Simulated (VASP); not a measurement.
# BN (P6_3mc) in VASP: single point with r2SCAN

Aim: the single point of BN with r2SCAN.

Program: VASP 6.6.1. These are calculated values, not measurements. Logs are shortened: lines on timing, memory, paths and dates and some standing lists are left out, and cuts for length are marked.

## Step 1: The cell of the first run

Symmetry: P6_3mc, No. 186, hexagonal system. Conventional cell: a = 2.569 Å, b = 2.569 Å, c = 4.250 Å, α = 90.00°, β = 90.00°, γ = 120.00°. Within 2.1 Å of B (site symmetry 3m) lie 4 N at 1.58 to 1.59 Å. Within 2.1 Å of N (site symmetry 3m) lie 4 B at 1.58 to 1.59 Å.

## Step 2: Single point, r2SCAN (strain +1.0%)

File POSCAR:

```
BN
1.0
    2.5693894996      0.0000000000      0.0000000000
   -1.2846947498      2.2251565788      0.0000000000
    0.0000000000      0.0000000000      4.2498934949
B N
2 2
Direct
    0.3333333333      0.6666666667      0.0000783236
    0.6666666667      0.3333333333      0.5000783236
    0.3333333333      0.6666666667      0.3749216764
    0.6666666667      0.3333333333      0.8749216764
```

File INCAR.step1:

```
ALGO = Normal
EDIFF = 1E-5
ENCUT = 1460
GGA = PE
GGA_COMPAT = False
ISMEAR = 0
LASPH = True
LCHARG = False
LREAL = False
LWAVE = True
NBANDS = 16
NELM = 120
PREC = Accurate
SIGMA = 0.01
```

File INCAR.step2:

```
ALGO = Normal
EDIFF = 1E-6
ENCUT = 1460
GGA_COMPAT = False
ISIF = 2
ISMEAR = 0
ISTART = 1
LASPH = True
LCHARG = False
LMIXTAU = True
LREAL = False
LWAVE = False
METAGGA = R2SCAN
NBANDS = 16
NELM = 120
PREC = Accurate
SIGMA = 0.01
```

File KPOINTS:

```
k-points
0
Gamma
  12 12 6
```

Potentials or basis: VASP PAW PBE potentials, release 64 (B_h, N_h).

On the command line:

```console
cat potpaw_PBE.64/B_h/POTCAR potpaw_PBE.64/N_h/POTCAR > POTCAR
cp INCAR.step1 INCAR
mpirun -np 1 vasp_std > vasp.out
cp INCAR.step2 INCAR
mpirun -np 1 vasp_std > vasp.out
```

OUTCAR:

```text
EDIFF = 1E-6
   ENCUT = 1460
   ISIF = 2
   ISMEAR = 0
   ISTART = 1
   LASPH = True
   LREAL = False
   METAGGA = R2SCAN
   NELM = 120
   PREC = Accurate

 ion  position               nearest neighbor table
   1  0.333  0.667  0.000-
   2  0.667  0.333  0.500-
   3  0.333  0.667  0.375-
   4  0.667  0.333  0.875-

  LATTYP: Found a hexagonal cell.
 ALAT       =     2.5693894996
 C/A-ratio  =     1.6540479735

  Lattice vectors:

 A1 = (   2.5693894996,   0.0000000000,   0.0000000000)
 A2 = (  -1.2846947498,   2.2251565788,   0.0000000000)
 A3 = (   0.0000000000,   0.0000000000,   4.2498934949)

Analysis of symmetry for initial positions (statically):
=====================================================================
 Subroutine PRICEL returns:
 Original cell was already a primitive cell.

 Routine SETGRP: Setting up the symmetry group for a
 hexagonal supercell.

 Subroutine GETGRP returns: Found 12 space group operations
 (whereof  6 operations were pure point group operations)
 out of a pool of 24 trial point group operations.

The static configuration has the point symmetry C_3v.
 The point group associated with its full space group is C_6v.

Analysis of symmetry for dynamics (positions and initial velocities):
=====================================================================
 Subroutine PRICEL returns:
 Original cell was already a primitive cell.

 Routine SETGRP: Setting up the symmetry group for a
 hexagonal supercell.

 Subroutine GETGRP returns: Found 12 space group operations
 (whereof  6 operations were pure point group operations)
 out of a pool of 24 trial point group operations.

The dynamic configuration has the point symmetry C_3v.
 The point group associated with its full space group is C_6v.

 Subroutine INISYM returns: Found 12 space group operations
 (whereof  6 operations are pure point group operations),
 and found     1 'primitive' translations

----------------------------------------------------------------------------------------

                                     Primitive cell

  volume of cell :      24.2979

  direct lattice vectors                    reciprocal lattice vectors
     2.569389500  0.000000000  0.000000000     0.389197512  0.224703288  0.000000000
    -1.284694750  2.225156579  0.000000000     0.000000000  0.449406576  0.000000000
     0.000000000  0.000000000  4.249893495     0.000000000  0.000000000  0.235300014

  length of vectors
     2.569389500  2.569389500  4.249893495     0.449406576  0.449406576  0.235300014

  position of ions in fractional coordinates (direct lattice)
     0.333333333  0.666666667  0.000078324
     0.666666667  0.333333333  0.500078324
     0.333333333  0.666666667  0.374921676
     0.666666667  0.333333333  0.874921676

  ion indices of the primitive-cell ions
   primitive index   ion index
                 1           1
                 2           2
                 3           3
                 4           4

----------------------------------------------------------------------------------------

 KPOINTS: k-points

Automatic generation of k-mesh.
 Grid dimensions read from file:
 generate k-points for:   12   12    6

 Generating k-lattice:

  Cartesian coordinates                     Fractional coordinates (reciprocal lattice)
     0.032433126  0.018725274  0.000000000     0.083333333 -0.000000000  0.000000000
     0.000000000  0.037450548  0.000000000     0.000000000  0.083333333  0.000000000
     0.000000000  0.000000000  0.039216669     0.000000000  0.000000000  0.166666667

  Length of vectors
     0.037450548  0.037450548  0.039216669

  Shift w.r.t. Gamma in fractional coordinates (k-lattice)
     0.000000000  0.000000000  0.000000000

 Subroutine IBZKPT returns following result:
 ===========================================

 Found     76 irreducible k-points:

 Following reciprocal coordinates:
            Coordinates               Weight
  0.000000  0.000000  0.000000      1.000000
  0.083333  0.000000  0.000000      6.000000
  0.166667  0.000000  0.000000      6.000000
  0.250000  0.000000  0.000000      6.000000
  0.333333  0.000000  0.000000      6.000000
  0.416667  0.000000  0.000000      6.000000
[... 16 lines left out ...]
  0.250000  0.000000  0.166667     12.000000
  0.333333  0.000000  0.166667     12.000000
 [... further k-points ...]
   k-points           NKPTS =     76   k-points in BZ     NKDIM =     76   number of bands    NBANDS=     16
   number of dos      NEDOS =    301   number of ions     NIONS =      4
   total plane-waves  NPLWV =  55296
   dimension x,y,z NGX =    32 NGY =   32 NGZ =   54
   dimension x,y,z NGXF=    64 NGYF=   64 NGZF=  108
   ions per type =               2   2
   NGX,Y,Z   is equivalent  to a cutoff of  20.70, 20.70, 21.12 a.u.
   NGXF,Y,Z  is equivalent  to a cutoff of  41.41, 41.41, 42.25 a.u.
 SYSTEM =  unknown system
   PREC   = accura    normal or accurate (medium, high low for compatibility)
   ISTART =      1    job   : 0-new  1-cont  2-samecut
   ICHARG =      0    charge: 1-file 2-atom 10-const
   ISPIN  =      1    spin polarized calculation?
   LNONCOLLINEAR =      F non collinear calculations
   LSORBIT =      F    spin-orbit coupling
   LASPH  =      T    aspherical Exc in radial PAW
   ENCUT  = 1460.0 eV 107.31 Ry   10.36 a.u.   8.01  8.01 13.24*2*pi/ulx,y,z
   NELM   =    120;   NELMIN=  2; NELMDL=  0     # of ELM steps
   EDIFF  = 0.1E-05   stopping-criterion for ELM
   LREAL  =      F    real-space projection
   EDIFFG = 0.1E-04   stopping-criterion for IOM
   NSW    =      0    number of steps for IOM
   IBRION =     -1    ionic relax: 0-MD 1-quasi-New 2-CG
   NFREE  =      0    steps in history (QN), initial steepest desc. (CG)
   ISIF   =      2    stress and relaxation
   ISYM   =      2    0-nonsym 1-usesym 2-fastsym
   POTIM  = 0.5000    time-step for ionic-motion
   TEBEG  =    0.0;   TEEND  =   0.0 temperature during run
   PSTRESS=    0.0 pullay stress
   NELECT =      16.0000    total number of electrons
   NUPDOWN=      -1.0000    fix difference up-down
   EMIN   =  10.00;   EMAX   =-10.00  energy-range for DOS
   EFERMI =   0.00;   METHOD = LEGACY
   ISMEAR =     0;   SIGMA  =   0.01  broadening in eV -4-tet -1-fermi 0-gaus
   EFERMI_NEDOS =   21; number of points for ismear=-14 and -15
   IALGO  =     38    algorithm
   IMIX   =      4    mixing-type and parameters
     AMIX     =   0.40;   BMIX     =  1.00
     AMIX_MAG =   1.60;   BMIX_MAG =  1.00
  volume/ion in A,a.u.               =       6.07        40.99
  Fermi-wavevector in a.u.,A,eV,Ry     =   1.424269  2.691478 27.599985  2.028542
  Thomas-Fermi vector in A             =   2.544778
   LORBIT       =      0    0 simple, 1 ext, 2 COOP (PROOUT), +10 PAW based schemes
   METAGGA = R2SCAN    functional components
   LHFCALC =     F    Hartree Fock is set to
   AEXX    =    0.0000 exact exchange contribution
   IVDW    =     0    specifies the selected vdW correction
   LEPSILON=     F    determine dielectric tensor
   LRPA    =     F    only Hartree local field effects (RPA)
 non-spin polarized calculation
 Gauss-broadening in eV      SIGMA  =   0.01
  energy-cutoff  :     1460.00
  volume of cell :       24.30
 maximum number of plane-waves:      3114
   NGX = 17   NGY = 17   NGZ = 27

 number of electron      16.0000000 magnetization

 Free energy of the ion-electron system (eV)
  ---------------------------------------------------
  ext. energy  EPLUGINS =         0.00000000
  ---------------------------------------------------
  free energy    TOTEN  =       -38.30403313 eV

  energy without entropy =      -38.30403313  energy(sigma->0) =      -38.30403313

 E-fermi :   8.8294     XC(G=0): -13.5961

 val. band max:        8.6863970625   @ k =   0.0000   0.0000   0.0000
 cond. band min:      14.4756880030   @ k =   0.3333   0.3333   0.0000
 fundamental gap:      5.7892909405
 Fermi energy:         8.8294466675

 k-point     1 :       0.0000    0.0000    0.0000
  band No.  band energies     occupation
      1     -12.4445      2.00000
      2      -8.3470      2.00000
      3      -2.3403      2.00000
      4       6.5484      2.00000
      5       6.5484      2.00000
      6       8.4421      2.00000
[... 8 lines left out ...]
     15      21.2449      0.00000
     16      25.7338      0.00000

 k-point     2 :       0.0833    0.0000    0.0000
  band No.  band energies     occupation
      1     -12.2916      2.00000
      2      -8.2309      2.00000
      3      -2.1880      2.00000
      4       5.8373      2.00000
      5       6.2649      2.00000
      6       8.0894      2.00000
[... 8 lines left out ...]
     15      21.7010      0.00000
     16      25.4791      0.00000

 k-point     3 :       0.1667    0.0000    0.0000
  band No.  band energies     occupation
      1     -11.8385      2.00000
      2      -7.8999      2.00000
      3      -1.7373      2.00000
      4       4.1340      2.00000
      5       5.5969      2.00000
      6       6.6232      2.00000
[... 8 lines left out ...]
     15      22.8925      0.00000
     16      24.7530      0.00000

 k-point     4 :       0.2500    0.0000    0.0000
  band No.  band energies     occupation
      1     -11.1047      2.00000
      2      -7.4192      2.00000
      3      -1.0106      2.00000
      4       2.1277      2.00000
      5       4.8001      2.00000
      6       4.8460      2.00000
[... 8 lines left out ...]
     15      24.4421      0.00000
     16      24.8161      0.00000
[... 324 lines left out ...]
 k-point    22 :       0.1667    0.0000    0.1667
  band No.  band energies     occupation
      1     -11.6737      2.00000
      2      -8.3956      2.00000
      3      -0.9722      2.00000
      4       4.2833      2.00000
      5       5.7302      2.00000
      6       6.1728      2.00000
[... 8 lines left out ...]
     15      22.5671      0.00000
     16      24.7226      0.00000

 k-point    23 :       0.2500    0.0000    0.1667
  band No.  band energies     occupation
      1     -10.9455      2.00000
      2      -7.8583      2.00000
      3      -0.3983      2.00000
      4       2.3587      2.00000
      5       4.3622      2.00000
      6       4.9868      2.00000
[... 8 lines left out ...]
     15      24.0931      0.00000
     16      24.8919      0.00000

 k-point    24 :       0.3333    0.0000    0.1667
  band No.  band energies     occupation
      1      -9.9894      2.00000
      2      -7.2891      2.00000
      3      -0.2670      2.00000
      4       1.2274      2.00000
      5       2.5504      2.00000
      6       4.3578      2.00000
[... 8 lines left out ...]
     15      25.5481      0.00000
     16      25.7286      0.00000

 [... further k-points ...]

------------------------ aborting loop because EDIFF is reached ----------------------------------------

  FORCE on cell =-STRESS in cart. coord.  units (eV):
  Direction    XX          YY          ZZ          XY          YZ          ZX
  --------------------------------------------------------------------------------------
  -------------------------------------------------------------------------------------
  Total       -1.7368053     -1.7368053     -1.7476880      0.0000000      0.0000000      0.0000000
  in kB     -114.5231141   -114.5231141   -115.2407085      0.0000000      0.0000000      0.0000000
  external PRESSURE =    -114.7623123 kB  Pullay stress =       0.0000000 kB

 VOLUME and BASIS-vectors are now :
 -----------------------------------------------------------------------------
  energy-cutoff  :     1460.00
  volume of cell :       24.30
      direct lattice vectors                 reciprocal lattice vectors
     2.569389500  0.000000000  0.000000000     0.389197512  0.224703288  0.000000000
    -1.284694750  2.225156579  0.000000000     0.000000000  0.449406576  0.000000000
     0.000000000  0.000000000  4.249893495     0.000000000  0.000000000  0.235300014

 POSITION                                       TOTAL-FORCE (eV/Angst)
 -----------------------------------------------------------------------------------
     -0.00000      1.48344      0.00033         0.000000      0.000000      0.001316
      1.28469      0.74172      2.12528        -0.000000      0.000000      0.001316
     -0.00000      1.48344      1.59338         0.000000      0.000000     -0.001316
      1.28469      0.74172      3.71832        -0.000000     -0.000000     -0.001316
 -----------------------------------------------------------------------------------
    total drift:                               -0.000000     -0.000000      0.006591

  FREE ENERGIE OF THE ION-ELECTRON SYSTEM (eV)
  ---------------------------------------------------
  free  energy   TOTEN  =       -38.3040331288 eV

  energy  without entropy=      -38.3040331288  energy(sigma->0) =      -38.30403313
```

It took 4.9 min on 1 thread of Intel Xeon Platinum 8259CL at 2.50GHz (Skylake/Cascade Lake), shared host; peak memory 0.3 GiB.

Results:

```yaml
Free_energy: -38.3040 eV
Pressure: -11.5 GPa
Band_gap_on_the_k_mesh: 5.79 eV (least direct gap 8.85 eV)
```

Caveat: the cell differs from its parent crystal (strain +1.0%); the cell stands under tension; the structure was generated, so it needn't be the stable form of BN; the PAW data sets were made with another functional, which shifts forces and pressure a little. A k mesh can miss the band edges.
